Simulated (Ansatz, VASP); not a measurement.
**TaSi in VASP and in Ansatz**

```
Ta Si
1.0
     0.00000    2.89973    2.85634
     2.89973    0.00000    2.85634
     2.89973    2.89973    0.00000
Ta Si
1 1
Direct
  0.00000 0.00000 0.00000
  0.25000 0.25000 0.25000
```

Change from the starting cell: z stretched by -1 % at fixed volume.

Alike in both runs: task single point; functional PBE; k mesh 10 × 10 × 10; occupations fermi-dirac, width 0.08 eV; no spin polarisation.

|  | VASP | Ansatz |
| --- | --- | --- |
| version | VASP 6.6.1 | Ansatz 0.2.0 |
| potentials or method | VASP PAW PBE potentials, release 64 (Ta_pv, Si), cutoff 520 eV | all-electron LAPW, scalar-relativistic |

|  | VASP | Ansatz | Ansatz less VASP |
| --- | --- | --- | --- |
| pressure (GPa) | 0.0 | -0.1 | -0.07 |
| traceless stress, the component that is largest in VASP (GPa) | 0.06 | 0.07 | +0.001 |

Ansatz ran all-electron here, and VASP with PAW potentials.

Neither program's run includes spin-orbit coupling.
